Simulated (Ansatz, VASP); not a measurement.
Ti in VASP and in Ansatz

```
Ti
1.0
    -1.70418    1.70418    1.70418
     1.70418   -1.70418    1.70418
     1.70418    1.70418   -1.70418
Ti
1
Direct
  0.00000 0.00000 0.00000
```

Alike in both runs: task single point; functional PBE; k mesh 14 × 14 × 14; occupations gaussian, width 0.05 eV; no spin polarisation.

|  | VASP | Ansatz |
| --- | --- | --- |
| version | VASP 6.6.1 | Ansatz 0.2.0 |
| potentials or method | VASP PAW PBE potentials, release 64 (Ti_sv), cutoff 520 eV | scalar-relativistic, plane waves, PAW |
| valence electrons in the cell | 12 | 12 |

Ansatz gave:

* gap on the k mesh at the Fermi level (eV): none
* pressure (GPa): -11.6

Q: Which values does VASP return?

A: gap on the k mesh at the Fermi level (eV): none; pressure (GPa): -11.7.

A gap of «none» marks a metal or a gap that the smearing closes. With one functional, cell and mesh, what is left measures potentials, basis and numerics.
